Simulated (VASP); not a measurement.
# Sb in VASP: further runs

The runs below take Sb through single point, with PBE.

Everything below comes from runs of VASP 6.6.1. Logs are shortened: lines on timing, memory, paths and dates and some standing lists are left out, and cuts for length are marked.

## 1. The cell of the first run

The structure is orthorhombic, space group Pmma (No. 51). The conventional cell has a = 12.947 Å, b = 4.365 Å, c = 4.583 Å, α = 90.00°, β = 90.00°, γ = 90.00°. Sb (site symmetry m) has 6 Sb at 2.95 to 3.61 Å within 3.9 Å. Within 3.8 Å of Sb (site symmetry m) lie 6 Sb at 2.88 to 3.59 Å.

## 2. Single point, PBE

INCAR reads:

```
SYSTEM = Sb
ALGO     = Normal         ! electronic algorithm
EDIFF    = 1E-6           ! SCF threshold, eV
ENCUT    = 520            ! plane-wave cutoff, eV
GGA      = PE             ! functional
ISIF     = 2              ! what is computed and relaxed
ISMEAR   = 0              ! smearing method
LASPH    = .TRUE.         ! aspherical terms in the spheres
LCHARG   = .TRUE.         ! write CHGCAR
LELF     = .TRUE.         ! ELF
LREAL    = .FALSE.        ! projectors in reciprocal space
LVHAR    = .TRUE.       
LWAVE    = .FALSE.        ! write WAVECAR
NBANDS   = 30             ! bands
NELM     = 80             ! most SCF steps
PREC     = Accurate       ! precision mode
SIGMA    = 0.1            ! smearing width, eV
```

KPOINTS reads:

```
k-points
0
G
  2 4 4
  0 0 0
```

POSCAR reads:

```
Sb
1.0
   12.9474404186      0.0000000000      0.0000000000
    0.0000000000      4.3654883268      0.0000000000
    0.0000000000      0.0000000000      4.5833643873
Sb
8
Direct
    0.8637808471      0.0000000000      0.0818174771
    0.1113260098      0.5000000000      0.4895804937
    0.3637808471      0.0000000000      0.9181825229
    0.6113260098      0.5000000000      0.5104195063
    0.8886739902      0.5000000000      0.5104195063
    0.1362191529      0.0000000000      0.9181825229
    0.3886739902      0.5000000000      0.4895804937
    0.6362191529      0.0000000000      0.0818174771
```

Potentials or basis: VASP PAW PBE potentials, release 64 (Sb).

Launch:

```sh
$ cat potpaw_PBE.64/Sb/POTCAR > POTCAR
$ mpirun -np 1 vasp_std > vasp.out
```

OUTCAR:

```text
SYSTEM = Sb
   EDIFF = 1E-6
   ENCUT = 520
   GGA = PE
   ISIF = 2
   ISMEAR = 0
   LASPH = .TRUE.
   LREAL = .FALSE.
   NELM = 80
   PREC = Accurate

 ion  position               nearest neighbor table
   1  0.864  0.000  0.082-   8 2.95   5 2.95   5 2.95   5 3.42   5 3.42   6 3.61
   2  0.111  0.500  0.490-   5 2.88   6 2.95   6 2.95   6 3.42   6 3.42   7 3.59
   3  0.364  0.000  0.918-   6 2.95   7 2.95   7 2.95   7 3.42   7 3.42   8 3.61
   4  0.611  0.500  0.510-   7 2.88   8 2.95   8 2.95   8 3.42   8 3.42   5 3.59
   5  0.889  0.500  0.510-   2 2.88   1 2.95   1 2.95   1 3.42   1 3.42   4 3.59
   6  0.136  0.000  0.918-   3 2.95   2 2.95   2 2.95   2 3.42   2 3.42   1 3.61
   7  0.389  0.500  0.490-   4 2.88   3 2.95   3 2.95   3 3.42   3 3.42   2 3.59
   8  0.636  0.000  0.082-   1 2.95   4 2.95   4 2.95   4 3.42   4 3.42   3 3.61

  LATTYP: Found a simple orthorhombic cell.
 ALAT       =     4.3654883268
 B/A-ratio  =     1.0499087488
 C/A-ratio  =     2.9658630259

  Lattice vectors:

 A1 = (   0.0000000000,   4.3654883268,   0.0000000000)
 A2 = (   0.0000000000,   0.0000000000,   4.5833643873)
 A3 = (  12.9474404186,   0.0000000000,   0.0000000000)

Analysis of symmetry for initial positions (statically):
=====================================================================
 Subroutine PRICEL returns:
 Original cell was already a primitive cell.

 Routine SETGRP: Setting up the symmetry group for a
 simple orthorhombic supercell.

 Subroutine GETGRP returns: Found  8 space group operations
 (whereof  4 operations were pure point group operations)
 out of a pool of  8 trial point group operations.

The static configuration has the point symmetry C_2h.
 The point group associated with its full space group is D_2h.

Analysis of symmetry for dynamics (positions and initial velocities):
=====================================================================
 Subroutine PRICEL returns:
 Original cell was already a primitive cell.

 Routine SETGRP: Setting up the symmetry group for a
 simple orthorhombic supercell.

 Subroutine GETGRP returns: Found  8 space group operations
 (whereof  4 operations were pure point group operations)
 out of a pool of  8 trial point group operations.

The dynamic configuration has the point symmetry C_2h.
 The point group associated with its full space group is D_2h.

 Subroutine INISYM returns: Found  8 space group operations
 (whereof  4 operations are pure point group operations),
 and found     1 'primitive' translations

----------------------------------------------------------------------------------------

                                     Primitive cell

  volume of cell :     259.0605

  direct lattice vectors                    reciprocal lattice vectors
    12.947440419  0.000000000  0.000000000     0.077235343  0.000000000  0.000000000
     0.000000000  4.365488327  0.000000000     0.000000000  0.229069448  0.000000000
     0.000000000  0.000000000  4.583364387     0.000000000  0.000000000  0.218180340

  length of vectors
    12.947440419  4.365488327  4.583364387     0.077235343  0.229069448  0.218180340

  position of ions in fractional coordinates (direct lattice)
     0.863780847  0.000000000  0.081817477
     0.111326010  0.500000000  0.489580494
     0.363780847  0.000000000  0.918182523
     0.611326010  0.500000000  0.510419506
     0.888673990  0.500000000  0.510419506
     0.136219153  0.000000000  0.918182523
     0.388673990  0.500000000  0.489580494
     0.636219153  0.000000000  0.081817477

  ion indices of the primitive-cell ions
   primitive index   ion index
                 1           1
                 2           2
                 3           3
                 4           4
                 5           5
                 6           6
                 7           7
                 8           8

----------------------------------------------------------------------------------------

 KPOINTS: k-points

Automatic generation of k-mesh.
 Grid dimensions read from file:
 generate k-points for:    2    4    4

 Generating k-lattice:

  Cartesian coordinates                     Fractional coordinates (reciprocal lattice)
     0.038617671  0.000000000  0.000000000     0.500000000  0.000000000  0.000000000
     0.000000000  0.057267362  0.000000000     0.000000000  0.250000000  0.000000000
     0.000000000  0.000000000  0.054545085     0.000000000  0.000000000  0.250000000

  Length of vectors
     0.038617671  0.057267362  0.054545085

  Shift w.r.t. Gamma in fractional coordinates (k-lattice)
     0.000000000  0.000000000  0.000000000

 Subroutine IBZKPT returns following result:
 ===========================================

 Found     18 irreducible k-points:

 Following reciprocal coordinates:
            Coordinates               Weight
  0.000000  0.000000  0.000000      1.000000
  0.500000  0.000000  0.000000      1.000000
  0.000000  0.250000  0.000000      2.000000
  0.500000  0.250000  0.000000      2.000000
  0.000000  0.500000  0.000000      1.000000
  0.500000  0.500000  0.000000      1.000000
[... 10 lines left out ...]
  0.000000  0.500000  0.500000      1.000000
  0.500000  0.500000  0.500000      1.000000
   k-points           NKPTS =     18   k-points in BZ     NKDIM =     18   number of bands    NBANDS=     30
   number of dos      NEDOS =    301   number of ions     NIONS =      8
   total plane-waves  NPLWV = 110592
   dimension x,y,z NGX =    96 NGY =   32 NGZ =   36
   dimension x,y,z NGXF=   192 NGYF=   64 NGZF=   72
   ions per type =               8
   NGX,Y,Z   is equivalent  to a cutoff of  12.33, 12.19, 13.06 a.u.
   NGXF,Y,Z  is equivalent  to a cutoff of  24.65, 24.37, 26.12 a.u.
 SYSTEM =  Sb
   PREC   = accura    normal or accurate (medium, high low for compatibility)
   ISTART =      0    job   : 0-new  1-cont  2-samecut
   ICHARG =      2    charge: 1-file 2-atom 10-const
   ISPIN  =      1    spin polarized calculation?
   LNONCOLLINEAR =      F non collinear calculations
   LSORBIT =      F    spin-orbit coupling
   LASPH  =      T    aspherical Exc in radial PAW
   ENCUT  =  520.0 eV  38.22 Ry    6.18 a.u.  24.07  8.12  8.52*2*pi/ulx,y,z
   NELM   =     80;   NELMIN=  2; NELMDL= -5     # of ELM steps
   EDIFF  = 0.1E-05   stopping-criterion for ELM
   LREAL  =      F    real-space projection
[... 7 lines left out ...]
   TEBEG  =    0.0;   TEEND  =   0.0 temperature during run
   PSTRESS=    0.0 pullay stress
   NELECT =      40.0000    total number of electrons
   NUPDOWN=      -1.0000    fix difference up-down
   EMIN   =  10.00;   EMAX   =-10.00  energy-range for DOS
   EFERMI =   0.00;   METHOD = LEGACY
   ISMEAR =     0;   SIGMA  =   0.10  broadening in eV -4-tet -1-fermi 0-gaus
   EFERMI_NEDOS =   21; number of points for ismear=-14 and -15
   IALGO  =     38    algorithm
   IMIX   =      4    mixing-type and parameters
     AMIX     =   0.40;   BMIX     =  1.00
     AMIX_MAG =   1.60;   BMIX_MAG =  1.00
  volume/ion in A,a.u.               =      32.38       218.53
  Fermi-wavevector in a.u.,A,eV,Ry     =   0.878269  1.659689 10.494952  0.771357
  Thomas-Fermi vector in A             =   1.998333
   LORBIT       =      0    0 simple, 1 ext, 2 COOP (PROOUT), +10 PAW based schemes
   GGA     = PE    functional components
   LHFCALC =     F    Hartree Fock is set to
   AEXX    =    0.0000 exact exchange contribution
   IVDW    =     0    specifies the selected vdW correction
   LEPSILON=     F    determine dielectric tensor
   LRPA    =     F    only Hartree local field effects (RPA)
 non-spin polarized calculation
 Gauss-broadening in eV      SIGMA  =   0.10
  energy-cutoff  :      520.00
  volume of cell :      259.06
 maximum number of plane-waves:      7040
   NGX = 49   NGY = 17   NGZ = 17

 number of electron      39.9999996 magnetization

 Free energy of the ion-electron system (eV)
  ---------------------------------------------------
  ext. energy  EPLUGINS =         0.00000000
  ---------------------------------------------------
  free energy    TOTEN  =       -33.03591869 eV

  energy without entropy =      -33.02952785  energy(sigma->0) =      -33.03272327

 E-fermi :   6.2732     XC(G=0):  -9.2157

 val. band max:        6.2652808353   @ k =   0.0000   0.5000   0.0000
 cond. band min:       6.3962679492   @ k =   0.0000   0.5000   0.0000
 fundamental gap:      0.1309871139
 Fermi energy:         6.2732251324

 k-point     1 :       0.0000    0.0000    0.0000
  band No.  band energies     occupation
      1      -5.8371      2.00000
      2      -5.1244      2.00000
      3      -5.0316      2.00000
      4      -3.7303      2.00000
      5      -1.6227      2.00000
      6      -0.3090      2.00000
[... 22 lines left out ...]
     29      10.0076      0.00000
     30      10.0213      0.00000

 k-point     2 :       0.5000    0.0000    0.0000
  band No.  band energies     occupation
      1      -5.6424      2.00000
      2      -5.6424      2.00000
      3      -4.2644      2.00000
      4      -4.2644      2.00000
      5      -1.1387      2.00000
      6      -1.1387      2.00000
[... 22 lines left out ...]
     29      10.5451      0.00000
     30      10.5454      0.00000

 k-point     3 :       0.0000    0.2500    0.0000
  band No.  band energies     occupation
      1      -5.3945      2.00000
      2      -4.6963      2.00000
      3      -4.5979      2.00000
      4      -3.2681      2.00000
      5      -2.4628      2.00000
      6      -1.3935      2.00000
[... 22 lines left out ...]
     29       9.2663      0.00000
     30       9.3139      0.00000

 k-point     4 :       0.5000    0.2500    0.0000
  band No.  band energies     occupation
      1      -5.2025      2.00000
      2      -5.2025      2.00000
      3      -3.8439      2.00000
      4      -3.8439      2.00000
      5      -2.0579      2.00000
      6      -2.0579      2.00000
[... 22 lines left out ...]
     29       9.0390      0.00000
     30       9.0390      0.00000

 k-point     5 :       0.0000    0.5000    0.0000
  band No.  band energies     occupation
      1      -4.1921      2.00000
      2      -4.0814      2.00000
      3      -3.8240      2.00000
      4      -3.6875      2.00000
      5      -2.7984      2.00000
      6      -2.7653      2.00000
[... 22 lines left out ...]
     29       7.8066      0.00000
     30       7.8238      0.00000
[... 328 lines left out ...]
     29      10.2404      0.00000
     30      10.3530      0.00000

 k-point    16 :       0.5000    0.2500    0.5000
  band No.  band energies     occupation
      1      -4.3266      2.00000
      2      -4.3266      2.00000
      3      -3.5572      2.00000
      4      -3.5572      2.00000
      5      -2.3123      2.00000
      6      -2.3123      2.00000
[... 22 lines left out ...]
     29      10.2239      0.00000
     30      10.2239      0.00000

 k-point    17 :       0.0000    0.5000    0.5000
  band No.  band energies     occupation
      1      -3.7600      2.00000
      2      -3.5988      2.00000
      3      -3.4296      2.00000
      4      -3.3196      2.00000
      5      -2.2188      2.00000
      6      -2.1650      2.00000
[... 22 lines left out ...]
     29      10.9395      0.00000
     30      11.4294      0.00000

 k-point    18 :       0.5000    0.5000    0.5000
  band No.  band energies     occupation
      1      -3.6232      2.00000
      2      -3.6232      2.00000
      3      -3.4804      2.00000
      4      -3.4804      2.00000
      5      -1.8458      2.00000
      6      -1.8458      2.00000
[... 22 lines left out ...]
     29      12.0857      0.00000
     30      12.1141      0.00000

------------------------ aborting loop because EDIFF is reached ----------------------------------------

  FORCE on cell =-STRESS in cart. coord.  units (eV):
  Direction    XX          YY          ZZ          XY          YZ          ZX
  --------------------------------------------------------------------------------------
  -------------------------------------------------------------------------------------
  Total        0.0118932      1.0682220     -0.4144029      0.0000000      0.0000000      0.0000000
  in kB        0.0735542      6.6064924     -2.5629033      0.0000000      0.0000000      0.0000000
  external PRESSURE =       1.3723811 kB  Pullay stress =       0.0000000 kB

 VOLUME and BASIS-vectors are now :
 -----------------------------------------------------------------------------
  energy-cutoff  :      520.00
  volume of cell :      259.06
      direct lattice vectors                 reciprocal lattice vectors
    12.947440419  0.000000000  0.000000000     0.077235343  0.000000000  0.000000000
     0.000000000  4.365488327  0.000000000     0.000000000  0.229069448  0.000000000
     0.000000000  0.000000000  4.583364387     0.000000000  0.000000000  0.218180340

 POSITION                                       TOTAL-FORCE (eV/Angst)
 -----------------------------------------------------------------------------------
     11.18375      0.00000      0.37500         0.021356      0.000000      0.036976
      1.44139      2.18274      2.24393         0.044515      0.000000      0.048144
      4.71003      0.00000      4.20837         0.021356      0.000000     -0.036976
      7.91511      2.18274      2.33944         0.044515      0.000000     -0.048144
     11.50605      2.18274      2.33944        -0.044515      0.000000     -0.048144
      1.76369      0.00000      4.20837        -0.021356      0.000000     -0.036976
      5.03233      2.18274      2.24393        -0.044515     -0.000000      0.048144
      8.23741      0.00000      0.37500        -0.021356      0.000000      0.036976
 -----------------------------------------------------------------------------------
    total drift:                                0.000000     -0.000000      0.000000

  FREE ENERGIE OF THE ION-ELECTRON SYSTEM (eV)
  ---------------------------------------------------
  free  energy   TOTEN  =       -33.0359186876 eV

  energy  without entropy=      -33.0295278529  energy(sigma->0) =      -33.03272327
```

Run time: 98 s. Hardware: 1 thread of Intel Xeon Platinum 8488C (Sapphire Rapids), shared host; peak memory 0.37 GiB.

Results:

```yaml
Free_energy: -33.0359 eV
Pressure: 0.1 GPa
Largest_force: 0.066 eV/Å
```

Forces in eV/Å, atoms in the order of the input:
```
Sb   0.021  0.000  0.037
Sb   0.045  0.000  0.048
Sb   0.021  0.000 -0.037
Sb   0.045  0.000 -0.048
Sb  -0.045  0.000 -0.048
Sb  -0.021  0.000 -0.037
Sb  -0.045  0.000  0.048
Sb  -0.021  0.000  0.037
```

Stress tensor (GPa, compression positive):
```
 0.01  0.00  0.00
 0.00  0.66  0.00
 0.00  0.00 -0.26
```

Levels at points of the mesh, in eV from the Fermi level:
```
           k point  band 16  band 17  band 18  band 19  band 20  band 21  band 22  band 23  band 24  band 25
(0.00, 0.00, 0.00)    -2.27    -2.00    -1.53    -1.50    -1.50     1.73     1.82     2.13     2.27     2.58
(0.50, 0.00, 0.00)    -1.97    -1.84    -1.84    -0.76    -0.76     1.15     1.15     1.87     1.87     2.71
(0.00, 0.50, 0.00)    -1.09    -1.06    -0.90    -0.38    -0.04    -0.01     0.12     0.19     0.22     0.42
(0.50, 0.50, 0.00)    -1.53    -0.75    -0.75    -0.60    -0.60     0.30     0.30     0.47     0.47     1.06
(0.00, 0.00, 0.50)    -0.67    -0.53    -0.45    -0.31    -0.22     0.24     0.50     0.57     0.58     0.58
(0.50, 0.00, 0.50)    -0.99    -0.44    -0.44    -0.13    -0.13     0.51     0.51     0.76     0.76     1.05
(0.00, 0.50, 0.50)    -3.26    -3.22    -3.06    -1.04    -0.94     0.94     1.03     1.92     2.15     3.39
(0.50, 0.50, 0.50)    -3.66    -2.33    -2.33    -2.14    -2.14     1.94     1.94     2.60     2.60     2.92
```

Caveat: spin-orbit coupling is left out, which moves the levels of the heavy elements.

## 3. Single point, PBE

INCAR reads:

```
ALGO     = Normal         # electronic algorithm
EDIFF    = 1E-7           # SCF threshold, eV
ENCUT    = 520            # plane-wave cutoff, eV
GGA      = PE             # functional
ISIF     = 2              # what is computed and relaxed
ISMEAR   = 0              # smearing method
LASPH    = T              # aspherical terms in the spheres
LCHARG   = F              # write CHGCAR
LREAL    = F              # projectors in reciprocal space
LWAVE    = F              # write WAVECAR
NBANDS   = 30             # bands
NELM     = 60             # most SCF steps
PREC     = Accurate       # precision mode
SIGMA    = 0.2            # smearing width, eV
```

KPOINTS reads:

```
k-points
0
Gamma
  6 6 2
```

POSCAR reads:

```
Sb
1.0
   -0.0035276120      4.3654867359      0.0012025223
   -0.0003622565      0.0015538397      4.5833641096
   12.9474367414     -0.0088489287     -0.0041130180
Sb
8
Direct
    0.2505121527      0.3320073075      0.1138696849
    0.7515262066      0.7397703241      0.3614148477
    0.2482693269      0.1683723533      0.6139156600
    0.7505280093      0.7599300224      0.8613786227
    0.7497103971      0.7634211074      0.1383630122
    0.2502529166      0.1703887395      0.3863583929
    0.7482463256      0.7368745283      0.6383917887
    0.2509546651      0.3292356176      0.8863079908
```

Potentials or basis: VASP PAW PBE potentials, release 64 (Sb).

Launch:

```sh
$ cat potpaw_PBE.64/Sb/POTCAR > POTCAR
$ mpirun -np 1 vasp_std > vasp.out
```

Wall time 4.7 min (1 thread of Intel Xeon Platinum 8488C (Sapphire Rapids), shared host); peak memory 0.42 GiB.

It converged, with:

- Free energy: -32.9847 eV
- Pressure: 0.1 GPa
- Largest force: 0.047 eV/Å
- Band gap on the k mesh: zero (band 20 reaches 6.40 eV, above the bottom of band 21 at 6.28 eV)

Forces on the atoms (eV/Å):
```
Sb   0.021  0.000 -0.032
Sb   0.025 -0.003 -0.037
Sb   0.022  0.001  0.030
Sb   0.030  0.000  0.036
Sb  -0.023  0.001  0.033
Sb  -0.023  0.001  0.034
Sb  -0.029  0.002 -0.033
Sb  -0.023 -0.002 -0.032
```

Levels at points of the mesh, in eV from the Fermi level:
```csv
k point,band 17,band 18,band 19,band 20,band 21,band 22,band 23,band 24
"(0.00, 0.00, 0.00)",-2.16,-1.68,-1.67,-1.64,1.60,1.70,1.98,2.11
"(0.50, 0.00, 0.00)",-1.19,-1.06,-0.52,-0.21,-0.15,-0.03,0.00,0.03
"(0.00, 0.50, 0.00)",-0.68,-0.61,-0.45,-0.38,0.06,0.35,0.40,0.40
"(0.50, 0.50, 0.00)",-3.37,-3.22,-1.19,-1.08,0.77,0.88,1.77,2.00
"(0.00, 0.00, 0.50)",-1.98,-1.98,-0.91,-0.91,0.99,1.00,1.75,1.75
"(0.50, 0.00, 0.50)",-0.90,-0.89,-0.74,-0.74,0.12,0.12,0.29,0.30
"(0.00, 0.50, 0.50)",-0.59,-0.59,-0.29,-0.29,0.33,0.33,0.60,0.60
"(0.50, 0.50, 0.50)",-2.48,-2.48,-2.30,-2.30,1.80,1.80,2.46,2.46
```

Caveat: spin-orbit coupling is left out, which moves the levels of the heavy elements.
